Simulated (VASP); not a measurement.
# Zn7Se8 (a cell with a defect) in VASP: further runs

Runs on Zn7Se8 (a cell with a defect). Level: LDA. Tasks: single point.

All numbers are computed with VASP 6.6.1; they aren't measurements. Logs are shortened: lines on timing, memory, paths and dates and some standing lists are left out, and cuts for length are marked.

## 1. The cell of the first run

The cell holds a defect, 15 atoms: a = 7.874 Å, b = 7.874 Å, c = 7.874 Å, α = 60.00°, β = 60.00°, γ = 60.00°.

## 2. Single point, LDA

The input, INCAR:

```
ALGO = Normal
EDIFF = 1E-6
ENCUT = 520
GGA = CA
ISIF = 2
ISMEAR = 0
LASPH = True
LCHARG = False
LREAL = Auto
LWAVE = False
NBANDS = 79
NELECT = 134.0
NELM = 80
PREC = Accurate
SIGMA = 0.02
```

The input, KPOINTS:

```
k-points
0
Gamma
  2 2 2
```

The input, POSCAR:

```
Zn7Se8
1.0
    0.0000000000      5.5675272894     -5.5675272894
    5.5675272894      5.5675272894      0.0000000000
    5.5675272894      0.0000000000     -5.5675272894
Zn Se
7 8
Direct
    0.5113754010      0.3777162447      0.0113747983
    0.9761212146      0.5368797214     -0.0169022072
    1.0450366379     -0.0279605275     -0.0089867543
    0.4830972279      0.5368798112      0.4761214202
    0.4910131299     -0.0279601683      0.5450362149
    0.9998830200      0.4983296634      0.4998831358
    1.0113785182     -0.0004246948      0.5113786340
    0.3798945906      0.3568563559      0.3719357611
    0.3817312228      0.9071513685      0.3503149421
    0.8653737556      0.3881838180      0.3653742307
    0.8816642012      0.8746966556      0.3816641373
    0.3440092703      0.3697386457      0.8440095137
    0.4071705233      0.8209057203      0.9071702279
    0.8719360944      0.3568560865      0.8798945646
    0.8503150059      0.9071513685      0.8817314662
```

Potentials or basis: VASP PAW LDA potentials, release 64 (Zn, Se).

Launch:

```
$ cat potpaw_LDA.64/Zn/POTCAR potpaw_LDA.64/Se/POTCAR > POTCAR
$ mpirun -np 1 vasp_std > vasp.out
```

OUTCAR:

```text
EDIFF = 1E-6
   ENCUT = 520
   GGA = CA
   ISIF = 2
   ISMEAR = 0
   LASPH = True
   LREAL = Auto
   NELECT = 134.0
   NELM = 80
   PREC = Accurate

 ion  position               nearest neighbor table
   1  0.511  0.378  0.011-  12 2.32  14 2.43   8 2.43  13 2.91
   2  0.976  0.537  0.983-  15 2.39  12 2.40  10 2.46  14 2.51
   3  0.045  0.972  0.991-  13 2.34  15 2.43  14 2.49  11 2.52
   4  0.483  0.537  0.476-   9 2.39  12 2.40  10 2.46   8 2.51
   5  0.491  0.972  0.545-  13 2.34   9 2.43   8 2.49  11 2.52
   6  1.000  0.498  0.500-  11 2.42  10 2.44  14 2.45   8 2.45
   7  0.011  1.000  0.511-   9 2.40  15 2.40  11 2.47  10 2.51
   8  0.380  0.357  0.372-   1 2.43   6 2.45   5 2.49   4 2.51
   9  0.382  0.907  0.350-   4 2.39   7 2.40   5 2.43
  10  0.865  0.388  0.365-   6 2.44   2 2.46   4 2.46   7 2.51
  11  0.882  0.875  0.382-   6 2.42   7 2.47   3 2.52   5 2.52
  12  0.344  0.370  0.844-   1 2.32   2 2.40   4 2.40
  13  0.407  0.821  0.907-   3 2.34   5 2.34   1 2.91
  14  0.872  0.357  0.880-   1 2.43   6 2.45   3 2.49   2 2.51
  15  0.850  0.907  0.882-   2 2.39   7 2.40   3 2.43

  LATTYP: Found a face centered cubic cell.
 ALAT       =    11.1350545788

  Lattice vectors:

 A1 = (   0.0000000000,   5.5675272894,  -5.5675272894)
 A2 = (   5.5675272894,   5.5675272894,   0.0000000000)
 A3 = (   5.5675272894,   0.0000000000,  -5.5675272894)

Analysis of symmetry for initial positions (statically):
=====================================================================
 Subroutine PRICEL returns:
 Original cell was already a primitive cell.

 Routine SETGRP: Setting up the symmetry group for a
 face centered cubic supercell.

 Subroutine GETGRP returns: Found  2 space group operations
 (whereof  1 operations were pure point group operations)
 out of a pool of 48 trial point group operations.

The static configuration has the point symmetry C_1 .
 The point group associated with its full space group is C_1h.

Analysis of symmetry for dynamics (positions and initial velocities):
=====================================================================
 Subroutine PRICEL returns:
 Original cell was already a primitive cell.

 Routine SETGRP: Setting up the symmetry group for a
 face centered cubic supercell.

 Subroutine GETGRP returns: Found  2 space group operations
 (whereof  1 operations were pure point group operations)
 out of a pool of 48 trial point group operations.

The dynamic configuration has the point symmetry C_1 .
 The point group associated with its full space group is C_1h.

 Subroutine INISYM returns: Found  2 space group operations
 (whereof  1 operations are pure point group operations),
 and found     1 'primitive' translations

----------------------------------------------------------------------------------------

                                     Primitive cell

  volume of cell :     345.1573

  direct lattice vectors                    reciprocal lattice vectors
     0.000000000  5.567527289 -5.567527289    -0.089806475  0.089806475 -0.089806475
     5.567527289  5.567527289  0.000000000     0.089806475  0.089806475  0.089806475
     5.567527289  0.000000000 -5.567527289     0.089806475 -0.089806475 -0.089806475

  length of vectors
     7.873672602  7.873672602  7.873672602     0.155549377  0.155549377  0.155549377

  position of ions in fractional coordinates (direct lattice)
     0.511375401  0.377716245  0.011374798
     0.976121215  0.536879721  0.983097793
     0.045036638  0.972039473  0.991013246
     0.483097228  0.536879811  0.476121420
     0.491013130  0.972039832  0.545036215
     0.999883020  0.498329663  0.499883136
     0.011378518  0.999575305  0.511378634
     0.379894591  0.356856356  0.371935761
     0.381731223  0.907151369  0.350314942
     0.865373756  0.388183818  0.365374231
     0.881664201  0.874696656  0.381664137
     0.344009270  0.369738646  0.844009514
     0.407170523  0.820905720  0.907170228
     0.871936094  0.356856087  0.879894565
     0.850315006  0.907151369  0.881731466

  ion indices of the primitive-cell ions
   primitive index   ion index
                 1           1
                 2           2
                 3           3
                 4           4
                 5           5
                 6           6
                 7           7
                 8           8
                 9           9
                10          10
                11          11
                12          12
                13          13
                14          14
                15          15

----------------------------------------------------------------------------------------

 KPOINTS: k-points

Automatic generation of k-mesh.
 Grid dimensions read from file:
 generate k-points for:    2    2    2

 Generating k-lattice:

  Cartesian coordinates                     Fractional coordinates (reciprocal lattice)
    -0.044903237  0.044903237 -0.044903237     0.500000000  0.000000000  0.000000000
     0.044903237  0.044903237  0.044903237     0.000000000  0.500000000  0.000000000
     0.044903237 -0.044903237 -0.044903237     0.000000000  0.000000000  0.500000000

  Length of vectors
     0.077774689  0.077774689  0.077774689

  Shift w.r.t. Gamma in fractional coordinates (k-lattice)
     0.000000000  0.000000000  0.000000000

 Subroutine IBZKPT returns following result:
 ===========================================

 Found      6 irreducible k-points:

 Following reciprocal coordinates:
            Coordinates               Weight
  0.000000  0.000000  0.000000      1.000000
  0.500000  0.000000  0.000000      2.000000
  0.000000  0.500000  0.000000      1.000000
  0.500000  0.500000  0.500000      1.000000
  0.500000  0.500000  0.000000      2.000000
  0.500000  0.000000  0.500000      1.000000
   k-points           NKPTS =      6   k-points in BZ     NKDIM =      6   number of bands    NBANDS=     79
   number of dos      NEDOS =    301   number of ions     NIONS =     15
   total plane-waves  NPLWV = 216000
   dimension x,y,z NGX =    60 NGY =   60 NGZ =   60
   dimension x,y,z NGXF=   120 NGYF=  120 NGZF=  120
   ions per type =               7   8
   NGX,Y,Z   is equivalent  to a cutoff of  12.67, 12.67, 12.67 a.u.
   NGXF,Y,Z  is equivalent  to a cutoff of  25.34, 25.34, 25.34 a.u.
 SYSTEM =  unknown system
   PREC   = accura    normal or accurate (medium, high low for compatibility)
   ISTART =      0    job   : 0-new  1-cont  2-samecut
   ICHARG =      2    charge: 1-file 2-atom 10-const
   ISPIN  =      1    spin polarized calculation?
   LNONCOLLINEAR =      F non collinear calculations
   LSORBIT =      F    spin-orbit coupling
   LASPH  =      T    aspherical Exc in radial PAW
   ENCUT  =  520.0 eV  38.22 Ry    6.18 a.u.  14.64 14.64 14.64*2*pi/ulx,y,z
   NELM   =     80;   NELMIN=  2; NELMDL= -5     # of ELM steps
   EDIFF  = 0.1E-05   stopping-criterion for ELM
   LREAL  =      T    real-space projection
   EDIFFG = 0.1E-04   stopping-criterion for IOM
   NSW    =      0    number of steps for IOM
   IBRION =     -1    ionic relax: 0-MD 1-quasi-New 2-CG
   NFREE  =      0    steps in history (QN), initial steepest desc. (CG)
   ISIF   =      2    stress and relaxation
   ISYM   =      2    0-nonsym 1-usesym 2-fastsym
   POTIM  = 0.5000    time-step for ionic-motion
   TEBEG  =    0.0;   TEEND  =   0.0 temperature during run
   PSTRESS=    0.0 pullay stress
   NELECT =     134.0000    total number of electrons
   NUPDOWN=      -1.0000    fix difference up-down
   EMIN   =  10.00;   EMAX   =-10.00  energy-range for DOS
   EFERMI =   0.00;   METHOD = LEGACY
   ISMEAR =     0;   SIGMA  =   0.02  broadening in eV -4-tet -1-fermi 0-gaus
   EFERMI_NEDOS =   21; number of points for ismear=-14 and -15
   IALGO  =     38    algorithm
   IMIX   =      4    mixing-type and parameters
     AMIX     =   0.40;   BMIX     =  1.00
     AMIX_MAG =   1.60;   BMIX_MAG =  1.00
  volume/ion in A,a.u.               =      23.01       155.28
  Fermi-wavevector in a.u.,A,eV,Ry     =   1.194274  2.256851 19.405868  1.426291
  Thomas-Fermi vector in A             =   2.330268
   LORBIT       =      0    0 simple, 1 ext, 2 COOP (PROOUT), +10 PAW based schemes
   GGA     = CA    functional components
   LHFCALC =     F    Hartree Fock is set to
   AEXX    =    0.0000 exact exchange contribution
   IVDW    =     0    specifies the selected vdW correction
   LEPSILON=     F    determine dielectric tensor
   LRPA    =     F    only Hartree local field effects (RPA)
 non-spin polarized calculation
 Gauss-broadening in eV      SIGMA  =   0.02
  energy-cutoff  :      520.00
  volume of cell :      345.16
 maximum number of plane-waves:      9377
 NGX is ok and might be reduce to    60
   NGX = 29   NGY = 29   NGZ = 29

 number of electron     133.9999999 magnetization

 Free energy of the ion-electron system (eV)
  ---------------------------------------------------
  ext. energy  EPLUGINS =         0.00000000
  ---------------------------------------------------
  free energy    TOTEN  =       -49.49564736 eV

  energy without entropy =      -49.49564736  energy(sigma->0) =      -49.49564736

 E-fermi :   2.2603     XC(G=0):  -9.7918

 val. band max:        2.1294601327   @ k =   0.0000   0.0000   0.0000
 cond. band min:       2.8126330413   @ k =   0.0000   0.0000   0.0000
 fundamental gap:      0.6831729086
 Fermi energy:         2.2602962758

 k-point     1 :       0.0000    0.0000    0.0000
  band No.  band energies     occupation
      1     -11.8240      2.00000
      2     -11.0540      2.00000
      3     -11.0316      2.00000
      4     -10.9171      2.00000
      5     -10.6522      2.00000
      6     -10.4312      2.00000
[... 71 lines left out ...]
     78       6.9729      0.00000
     79       7.2825      0.00000
[... 408 lines left out ...]
     78       7.1516      0.00000
     79       7.3199      0.00000

------------------------ aborting loop because EDIFF is reached ----------------------------------------

  FORCE on cell =-STRESS in cart. coord.  units (eV):
  Direction    XX          YY          ZZ          XY          YZ          ZX
  --------------------------------------------------------------------------------------
  -------------------------------------------------------------------------------------
  Total       11.5017236     11.5017236     12.2031343     -0.5871718     -0.1622150     -0.1622150
  in kB       53.3895732     53.3895732     56.6454347     -2.7255787     -0.7529818     -0.7529817
  external PRESSURE =      54.4748604 kB  Pullay stress =       0.0000000 kB

 VOLUME and BASIS-vectors are now :
 -----------------------------------------------------------------------------
  energy-cutoff  :      520.00
  volume of cell :      345.16
      direct lattice vectors                 reciprocal lattice vectors
     0.000000000  5.567527289 -5.567527289    -0.089806475  0.089806475 -0.089806475
     5.567527289  5.567527289  0.000000000     0.089806475  0.089806475  0.089806475
     5.567527289  0.000000000 -5.567527289     0.089806475 -0.089806475 -0.089806475

 POSITION                                       TOTAL-FORCE (eV/Angst)
 -----------------------------------------------------------------------------------
      2.16627      4.95004     -2.91043         0.775347      0.775347      0.393623
      8.46252      8.42367    -10.90801        -0.001586      0.091432     -0.053375
     10.92935      5.66260     -5.76824        -0.081179     -0.125119      0.011341
      5.63991      5.67875     -5.34048         0.091432     -0.001586     -0.053375
      8.44636      8.14559     -5.76823        -0.125119     -0.081179      0.011341
      5.55758      8.34134     -8.34999        -0.021149     -0.021149      0.064296
      8.41228      5.62851     -2.91046        -0.024537     -0.024537     -0.064235
      4.05757      4.10188     -4.18584         0.068294     -0.055158     -0.105025
      7.00098      7.17589     -4.07569        -0.088828     -0.030179      0.047044
      4.19546      6.97922     -6.85222        -0.031047     -0.031047     -0.020862
      6.99482      9.77859     -7.03362        -0.006704     -0.006704      0.040544
      6.75758      3.97381     -6.61433        -0.286824     -0.286824     -0.146205
      9.62111      6.83735     -7.31763        -0.182763     -0.182763     -0.067130
      6.88564      6.84133     -9.75337        -0.055158      0.068294     -0.105025
      9.95965      9.78474     -9.64322        -0.030179     -0.088828      0.047044
 -----------------------------------------------------------------------------------
    total drift:                                0.000998     -0.000875      0.001722

  FREE ENERGIE OF THE ION-ELECTRON SYSTEM (eV)
  ---------------------------------------------------
  free  energy   TOTEN  =       -49.4956473594 eV

  energy  without entropy=      -49.4956473594  energy(sigma->0) =      -49.49564736
```

It took 3.8 min on 1 thread of AMD EPYC 9R45 (Zen 5), shared host; peak memory 0.39 GiB.

Results:

| Item | Value |
| --- | --- |
| Free energy | -49.4956 eV |
| Largest force | 1.165 eV/Å |

Forces on the atoms (eV/Å):
```
Zn   0.775  0.775  0.394
Zn  -0.002  0.091 -0.053
Zn  -0.081 -0.125  0.011
Zn   0.091 -0.002 -0.053
Zn  -0.125 -0.081  0.011
Zn  -0.021 -0.021  0.064
Zn  -0.025 -0.025 -0.064
Se   0.068 -0.055 -0.105
Se  -0.089 -0.030  0.047
Se  -0.031 -0.031 -0.021
Se  -0.007 -0.007  0.041
Se  -0.287 -0.287 -0.146
Se  -0.183 -0.183 -0.067
Se  -0.055  0.068 -0.105
Se  -0.030 -0.089  0.047
```

Levels at points of the mesh, in eV from the Fermi level:
| k point | band 63 | band 64 | band 65 | band 66 | band 67 | band 68 | band 69 | band 70 | band 71 | band 72 |
| --- | --- | --- | --- | --- | --- | --- | --- | --- | --- | --- |
| (0.00, 0.00, 0.00) | -1.12 | -1.01 | -0.49 | -0.40 | -0.13 | 0.55 | 1.47 | 1.75 | 1.75 | 2.05 |
| (0.50, 0.00, 0.00) | -1.56 | -1.13 | -1.07 | -0.76 | -0.30 | 1.92 | 2.04 | 2.63 | 2.85 | 2.89 |
| (0.00, 0.50, 0.00) | -1.67 | -1.27 | -1.18 | -0.55 | -0.39 | 1.59 | 2.34 | 2.37 | 2.95 | 2.97 |
| (0.50, 0.50, 0.50) | -1.66 | -1.03 | -0.71 | -0.66 | -0.66 | 2.01 | 2.24 | 2.60 | 2.88 | 2.95 |
| (0.50, 0.50, 0.00) | -1.68 | -1.50 | -1.22 | -0.95 | -0.66 | 2.66 | 3.14 | 3.22 | 3.33 | 3.39 |
| (0.50, 0.00, 0.50) | -1.78 | -1.46 | -1.33 | -0.92 | -0.51 | 2.76 | 2.89 | 3.21 | 3.22 | 3.26 |

Caveat: the k points lie up to 0.49 Å⁻¹ apart; the cell carries a net charge on a neutralising background, which shifts energy and pressure; the cell is charged against a uniform background, so pressure and absolute levels hang on convention.

## 3. Single point, LDA

The input, INCAR:

```
PREC     = Accurate       # precision mode
ENCUT    = 520            # plane-wave cutoff, eV
EDIFF    = 1E-6           # SCF threshold, eV
ISMEAR   = 0              # smearing method
SIGMA    = 0.02           # smearing width, eV
LREAL    = Auto         
LASPH    = T              # aspherical terms in the spheres
NELM     = 80             # most SCF steps
ALGO     = Normal         # electronic algorithm
ISIF     = 2              # what is computed and relaxed
LWAVE    = F              # write WAVECAR
LCHARG   = T              # write CHGCAR
LELF     = T              # ELF
LVHAR    = T            
NBANDS   = 79             # bands
NELECT   = 134.0
```

The input, KPOINTS:

```
regular mesh
0
Gamma
  2 2 2
```

The input, POSCAR:

```
Zn7Se8
1.0
    0.0000000000      5.5675272894     -5.5675272894
    5.5675272894      5.5675272894      0.0000000000
    5.5675272894      0.0000000000     -5.5675272894
Zn Se
7 8
Direct
    0.5113735150      0.0994335494      0.0113730920
    0.9761134014      0.5039025144     -0.0168997825
    1.0450328660     -0.0080525874     -0.0089849582
    0.4830997425      0.5039026940      0.4761136968
    0.4910149260     -0.0080524078      0.5450324430
    1.0113819308      0.4776927641      0.5113820466
    0.9998822117      0.0019318271      0.4998821479
    0.3817305941      0.3608272390      0.3502853958
    0.3798940517      0.8913033097      0.3719670138
    0.8653735760      0.3810930580      0.3653738714
    0.8816642910      0.8620026002      0.3816642271
    0.3440139402      0.4421474511      0.8440141836
    0.4071720500      0.8647380156      0.9071715750
    0.8502855494      0.3608269696      0.8817307477
    0.8719673470      0.8913030403      0.8798942053
```

Potentials or basis: VASP PAW LDA potentials, release 64 (Zn, Se).

Launch:

```
$ cat potpaw_LDA.64/Zn/POTCAR potpaw_LDA.64/Se/POTCAR > POTCAR
$ mpirun -np 1 vasp_std > vasp.out
```

Run time: 3.7 min. Hardware: 1 thread of AMD EPYC 9R45 (Zen 5), shared host; peak memory 0.39 GiB.

It converged, with:

```yaml
Free_energy: -49.4964 eV
Largest_force: 1.165 eV/Å
```

Forces in eV/Å, atoms in the order of the input:
```
Zn  -0.776 -0.776  0.394
Zn  -0.092  0.002 -0.053
Zn   0.125  0.081  0.012
Zn   0.002 -0.092 -0.053
Zn   0.081  0.125  0.012
Zn   0.024  0.024 -0.064
Zn   0.021  0.021  0.064
Se   0.030  0.089  0.047
Se   0.055 -0.068 -0.105
Se   0.032  0.032 -0.020
Se   0.007  0.007  0.042
Se   0.288  0.288 -0.147
Se   0.181  0.181 -0.068
Se   0.089  0.030  0.047
Se  -0.068  0.055 -0.105
```

Levels at points of the mesh, in eV from the Fermi level:
```csv
k point,band 64,band 65,band 66,band 67,band 68,band 69,band 70,band 71
"(0.00, 0.00, 0.00)",-1.00,-0.49,-0.39,-0.12,0.56,1.48,1.76,1.76
"(0.50, 0.00, 0.00)",-1.12,-1.07,-0.76,-0.29,1.92,2.05,2.64,2.85
"(0.00, 0.50, 0.00)",-1.03,-0.70,-0.66,-0.65,2.01,2.25,2.60,2.89
"(0.50, 0.50, 0.50)",-1.26,-1.17,-0.55,-0.38,1.60,2.35,2.37,2.96
"(0.50, 0.50, 0.00)",-1.49,-1.21,-0.94,-0.65,2.67,3.15,3.23,3.34
"(0.50, 0.00, 0.50)",-1.45,-1.32,-0.91,-0.50,2.77,2.89,3.22,3.23
```

Caveat: the k points lie up to 0.49 Å⁻¹ apart; the cell carries a net charge on a neutralising background, which shifts energy and pressure; the cell is charged against a uniform background, so pressure and absolute levels hang on convention.
